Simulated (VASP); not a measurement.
# TaN in VASP: further runs, part 2 of 2

VASP 6.6.1.

**3. Single point, PBE (strain -0.025 along x and y, -0.025 along z)**

INCAR reads:

```
ALGO = Normal
EDIFF = 1E-6
ENCUT = 520
GGA = PE
ISIF = 2
ISMEAR = 0
LASPH = True
LCHARG = True
LELF = True
LREAL = False
LVHAR = True
LWAVE = False
NBANDS = 15
NELM = 100
PREC = Accurate
SIGMA = 0.15
```

KPOINTS reads:

```
k-points
0
Gamma
  18 18 18
```

POSCAR reads:

```
TaN
1.0
    0.0000000000      2.1245250000      2.1245250000
    2.1245250000      0.0000000000      2.1245250000
    2.1245250000      2.1245250000      0.0000000000
Ta N
1 1
Direct
    0.5000000000      0.5000000000      0.5000000000
    0.0000000000      0.0000000000      0.0000000000
```

Potentials or basis: VASP PAW PBE potentials, release 64 (Ta_pv, N).

The run is started by

```bash
cat potpaw_PBE.64/Ta_pv/POTCAR potpaw_PBE.64/N/POTCAR > POTCAR
mpirun -np 1 vasp_std > vasp.out
```

OUTCAR:

```text
EDIFF = 1E-6
   ENCUT = 520
   GGA = PE
   ISIF = 2
   ISMEAR = 0
   LASPH = True
   LREAL = False
   NELM = 100
   PREC = Accurate

 ion  position               nearest neighbor table
   1  0.500  0.500  0.500-   2 2.12   2 2.12   2 2.12   2 2.12   2 2.12   2 2.12
   2  0.000  0.000  0.000-   1 2.12   1 2.12   1 2.12   1 2.12   1 2.12   1 2.12

  LATTYP: Found a face centered cubic cell.
 ALAT       =     4.2490500000

  Lattice vectors:

 A1 = (   0.0000000000,   2.1245250000,   2.1245250000)
 A2 = (   2.1245250000,   0.0000000000,   2.1245250000)
 A3 = (   2.1245250000,   2.1245250000,   0.0000000000)

Analysis of symmetry for initial positions (statically):
=====================================================================
 Subroutine PRICEL returns:
 Original cell was already a primitive cell.

 Routine SETGRP: Setting up the symmetry group for a
 face centered cubic supercell.

 Subroutine GETGRP returns: Found 48 space group operations
 (whereof 48 operations were pure point group operations)
 out of a pool of 48 trial point group operations.

The static configuration has the point symmetry O_h .

Analysis of symmetry for dynamics (positions and initial velocities):
=====================================================================
 Subroutine PRICEL returns:
 Original cell was already a primitive cell.

 Routine SETGRP: Setting up the symmetry group for a
 face centered cubic supercell.

 Subroutine GETGRP returns: Found 48 space group operations
 (whereof 48 operations were pure point group operations)
 out of a pool of 48 trial point group operations.

The dynamic configuration has the point symmetry O_h .

 Subroutine INISYM returns: Found 48 space group operations
 (whereof 48 operations are pure point group operations),
 and found     1 'primitive' translations

----------------------------------------------------------------------------------------

                                     Primitive cell

  volume of cell :      19.1785

  direct lattice vectors                    reciprocal lattice vectors
     0.000000000  2.124525000  2.124525000    -0.235346725  0.235346725  0.235346725
     2.124525000  0.000000000  2.124525000     0.235346725 -0.235346725  0.235346725
     2.124525000  2.124525000  0.000000000     0.235346725  0.235346725 -0.235346725

  length of vectors
     3.004532069  3.004532069  3.004532069     0.407632484  0.407632484  0.407632484

  position of ions in fractional coordinates (direct lattice)
     0.500000000  0.500000000  0.500000000
     0.000000000  0.000000000  0.000000000

  ion indices of the primitive-cell ions
   primitive index   ion index
                 1           1
                 2           2

----------------------------------------------------------------------------------------

 KPOINTS: k-points

Automatic generation of k-mesh.
 Grid dimensions read from file:
 generate k-points for:   18   18   18

 Generating k-lattice:

  Cartesian coordinates                     Fractional coordinates (reciprocal lattice)
    -0.013074818  0.013074818  0.013074818     0.055555556  0.000000000  0.000000000
     0.013074818 -0.013074818  0.013074818     0.000000000  0.055555556  0.000000000
     0.013074818  0.013074818 -0.013074818     0.000000000  0.000000000  0.055555556

  Length of vectors
     0.022646249  0.022646249  0.022646249

[... 37 lines left out ...]
   total plane-waves  NPLWV =  13824
   dimension x,y,z NGX =    24 NGY =   24 NGZ =   24
   dimension x,y,z NGXF=    48 NGYF=   48 NGZF=   48
   ions per type =               1   1
   NGX,Y,Z   is equivalent  to a cutoff of  13.28, 13.28, 13.28 a.u.
   NGXF,Y,Z  is equivalent  to a cutoff of  26.56, 26.56, 26.56 a.u.
 SYSTEM =  unknown system
   PREC   = accura    normal or accurate (medium, high low for compatibility)
   ISTART =      0    job   : 0-new  1-cont  2-samecut
   ICHARG =      2    charge: 1-file 2-atom 10-const
   ISPIN  =      1    spin polarized calculation?
   LNONCOLLINEAR =      F non collinear calculations
   LSORBIT =      F    spin-orbit coupling
   LASPH  =      T    aspherical Exc in radial PAW
   ENCUT  =  520.0 eV  38.22 Ry    6.18 a.u.   5.59  5.59  5.59*2*pi/ulx,y,z
   NELM   =    100;   NELMIN=  2; NELMDL= -5     # of ELM steps
   EDIFF  = 0.1E-05   stopping-criterion for ELM
   LREAL  =      F    real-space projection
   EDIFFG = 0.1E-04   stopping-criterion for IOM
   NSW    =      0    number of steps for IOM
   IBRION =     -1    ionic relax: 0-MD 1-quasi-New 2-CG
   NFREE  =      0    steps in history (QN), initial steepest desc. (CG)
   ISIF   =      2    stress and relaxation
   ISYM   =      2    0-nonsym 1-usesym 2-fastsym
   POTIM  = 0.5000    time-step for ionic-motion
   TEBEG  =    0.0;   TEEND  =   0.0 temperature during run
   PSTRESS=    0.0 pullay stress
   NELECT =      16.0000    total number of electrons
   NUPDOWN=      -1.0000    fix difference up-down
   EMIN   =  10.00;   EMAX   =-10.00  energy-range for DOS
   EFERMI =   0.00;   METHOD = LEGACY
   ISMEAR =     0;   SIGMA  =   0.15  broadening in eV -4-tet -1-fermi 0-gaus
   EFERMI_NEDOS =   21; number of points for ismear=-14 and -15
   IALGO  =     38    algorithm
   IMIX   =      4    mixing-type and parameters
     AMIX     =   0.40;   BMIX     =  1.00
     AMIX_MAG =   1.60;   BMIX_MAG =  1.00
  volume/ion in A,a.u.               =       9.59        64.71
  Fermi-wavevector in a.u.,A,eV,Ry     =   1.541143  2.912338 32.315500  2.375122
  Thomas-Fermi vector in A             =   2.647131
   LORBIT       =      0    0 simple, 1 ext, 2 COOP (PROOUT), +10 PAW based schemes
   GGA     = PE    functional components
   LHFCALC =     F    Hartree Fock is set to
   AEXX    =    0.0000 exact exchange contribution
   IVDW    =     0    specifies the selected vdW correction
   LEPSILON=     F    determine dielectric tensor
   LRPA    =     F    only Hartree local field effects (RPA)
 non-spin polarized calculation
 Gauss-broadening in eV      SIGMA  =   0.15
  energy-cutoff  :      520.00
  volume of cell :       19.18
 maximum number of plane-waves:       534
   NGX = 11   NGY = 11   NGZ = 11

 number of electron      15.9999999 magnetization

 Free energy of the ion-electron system (eV)
  ---------------------------------------------------
  ext. energy  EPLUGINS =         0.00000000
  ---------------------------------------------------
  free energy    TOTEN  =       -21.48458944 eV

  energy without entropy =      -21.47598041  energy(sigma->0) =      -21.48028492

 E-fermi :  10.7713     XC(G=0): -14.0190

 val. band max:       10.7664021722   @ k =   0.2778   0.0556   0.0000
 cond. band min:      10.8030259859   @ k =  -0.3333   0.1667   0.0556
 fundamental gap:      0.0366238137
 Fermi energy:        10.7713105382

 k-point     1 :       0.0000    0.0000    0.0000
  band No.  band energies     occupation
      1     -24.8165      2.00000
      2     -24.8165      2.00000
      3     -24.8165      2.00000
      4      -8.9711      2.00000
      5       6.6300      2.00000
      6       6.6300      2.00000
      7       6.6300      2.00000
      8       8.3427      2.00000
      9       8.3427      2.00000
     10       8.3427      2.00000
     11      10.8430      0.49896
     12      10.8430      0.49895
     13      13.2208      0.00000
     14      20.1967      0.00000
[... 401 lines left out ...]
      2     -24.9141      2.00000
      3     -24.8540      2.00000
      4      -7.4145      2.00000
      5       2.5686      2.00000
      6       3.7114      2.00000
      7       4.1943      2.00000
      8       9.6972      2.00000
      9       9.8445      2.00000
     10      10.9277      0.14027
     11      14.0981      0.00000
     12      15.7635      0.00000
     13      16.2305      0.00000
     14      23.3554      0.00000
     15      23.9732      0.00000

 [... further k-points ...]

------------------------ aborting loop because EDIFF is reached ----------------------------------------

  FORCE on cell =-STRESS in cart. coord.  units (eV):
  Direction    XX          YY          ZZ          XY          YZ          ZX
  --------------------------------------------------------------------------------------
  -------------------------------------------------------------------------------------
  Total        6.1090399      6.1090399      6.1090399      0.0000000      0.0000000      0.0000000
  in kB      510.3498727    510.3498727    510.3498727      0.0000000      0.0000000      0.0000000
  external PRESSURE =     510.3498727 kB  Pullay stress =       0.0000000 kB

 VOLUME and BASIS-vectors are now :
 -----------------------------------------------------------------------------
  energy-cutoff  :      520.00
  volume of cell :       19.18
      direct lattice vectors                 reciprocal lattice vectors
     0.000000000  2.124525000  2.124525000    -0.235346725  0.235346725  0.235346725
     2.124525000  0.000000000  2.124525000     0.235346725 -0.235346725  0.235346725
     2.124525000  2.124525000  0.000000000     0.235346725  0.235346725 -0.235346725

 POSITION                                       TOTAL-FORCE (eV/Angst)
 -----------------------------------------------------------------------------------
      2.12453      2.12453      2.12453         0.000000      0.000000     -0.000000
      0.00000      0.00000      0.00000         0.000000     -0.000000      0.000000
 -----------------------------------------------------------------------------------
    total drift:                                0.000000     -0.000000     -0.000000

  FREE ENERGIE OF THE ION-ELECTRON SYSTEM (eV)
  ---------------------------------------------------
  free  energy   TOTEN  =       -21.4845894389 eV

  energy  without entropy=      -21.4759804103  energy(sigma->0) =      -21.48028492
```

stdout:

```text
POSCAR found type information on POSCAR TaN
 POSCAR found :  2 types and       2 ions
 scaLAPACK will be used
 LDA part: xc-table for (Slater+PW92), standard interpolation
 POSCAR, INCAR and KPOINTS ok, starting setup
 FFT: planning ... GRIDC
 FFT: planning ... GRID_SOFT
 FFT: planning ... GRID
 WAVECAR not read
 entering main loop
```

Run time: 20 s. Hardware: 1 thread of Intel Xeon 6975P-C (Granite Rapids), shared host; peak memory 0.19 GiB.

What came out:

```yaml
Free_energy: -21.4846 eV
Pressure: 51.0 GPa
Band_gap_on_the_k_mesh: zero (band 8 reaches 13.00 eV, above the bottom of band 9 at 8.34 eV)
```

Levels at points of the mesh, in eV from the Fermi level:
| k point | band 5 | band 6 | band 7 | band 8 | band 9 | band 10 | band 11 | band 12 |
| --- | --- | --- | --- | --- | --- | --- | --- | --- |
| (0.00, 0.00, 0.00) | -4.14 | -4.14 | -4.14 | -2.43 | -2.43 | -2.43 | 0.07 | 0.07 |
| (0.50, 0.00, 0.00) | -11.27 | -8.38 | -8.38 | 2.23 | 2.23 | 2.33 | 4.16 | 8.68 |
| (0.50, 0.50, 0.00) | -6.82 | -6.24 | -4.88 | -4.88 | 2.46 | 4.16 | 4.16 | 5.70 |

Caveat: the cell differs from its parent crystal (strain -0.025 along x and y, -0.025 along z); spin-orbit coupling is left out, which moves the levels of the heavy elements.

**4. Single point, PBE (strain -0.025 along x and y, +0.000 along z)**

INCAR reads:

```
SYSTEM = TaN
PREC     = Accurate       ! precision mode
ENCUT    = 520            ! plane-wave cutoff, eV
EDIFF    = 1E-7           ! SCF threshold, eV
ISMEAR   = 0              ! smearing method
SIGMA    = 0.15           ! smearing width, eV
LREAL    = .FALSE.        ! projectors in reciprocal space
LASPH    = .TRUE.         ! aspherical terms in the spheres
NELM     = 80             ! most SCF steps
ALGO     = Normal         ! electronic algorithm
ISIF     = 2              ! what is computed and relaxed
LWAVE    = .FALSE.        ! write WAVECAR
LCHARG   = .FALSE.        ! write CHGCAR
GGA      = PE             ! functional
NBANDS   = 15             ! bands
```

KPOINTS reads:

```
Automatic mesh
0
G
  18 18 18
  0 0 0
```

POSCAR reads:

```
TaN
1.0
    0.0000000000      2.1245250000      2.1790000000
    2.1245250000      0.0000000000      2.1790000000
    2.1245250000      2.1245250000      0.0000000000
Ta N
1 1
Direct
    0.5000000000      0.5000000000      0.5000000000
    0.0000000000      0.0000000000      0.0000000000
```

The run is started by

```bash
cat potpaw_PBE.64/Ta_pv/POTCAR potpaw_PBE.64/N/POTCAR > POTCAR
mpirun -np 1 vasp_std > vasp.out
```

Run time: 44 s. Hardware: 1 thread of Intel Xeon 6975P-C (Granite Rapids), shared host; peak memory 0.26 GiB.

It converged, with:

```yaml
Free_energy: -21.5985 eV
Pressure: 38.6 GPa
Band_gap_on_the_k_mesh: zero (band 8 reaches 12.52 eV, above the bottom of band 9 at 8.24 eV)
```

Stress tensor (GPa, compression positive):
```
45.83  0.00  0.00
 0.00 45.83  0.00
 0.00  0.00 24.20
```

Levels at points of the mesh, in eV from the Fermi level:
```
           k point  band 5  band 6  band 7  band 8  band 9  band 10  band 11  band 12
(0.00, 0.00, 0.00)   -4.17   -4.02   -4.02   -2.57   -2.23    -2.23    -0.24     0.26
(0.50, 0.00, 0.00)  -11.05   -8.20   -8.18    2.05    2.17     2.33     4.06     7.99
(0.50, 0.50, 0.00)   -7.00   -6.01   -4.74   -4.74    2.36     3.99     3.99     5.32
(0.50, 0.00, 0.50)   -6.69   -6.06   -4.95   -4.80    2.33     3.79     4.19     5.47
```

Caveat: the cell differs from its parent crystal (strain -0.025 along x and y, +0.000 along z); spin-orbit coupling is left out, which moves the levels of the heavy elements.

**5. Summary**

| cell | gap on the mesh (eV) | pressure (GPa) |
| --- | --- | --- |
| a = 2.927 Å, angles 60.0°, 2 atoms | none | 100.4 |
| a = 3.005 Å, angles 60.0°, 2 atoms | none | 51.0 |
| a = 3.043, b = 3.043, c = 3.005 Å, angles 60.4, 60.4, 59.2°, 2 atoms | none | 38.6 |

Alike in all rows: task single point; level PBE; potentials or basis VASP PAW PBE potentials, release 64 (Ta_pv, N); no spin polarisation; k mesh 18 × 18 × 18; cutoff (eV) 520; smearing gaussian 0.15 eV.

Caveats: spin-orbit coupling is left out, which moves the levels of the heavy elements.

Absolute energies hang on the potentials; compare differences alone.
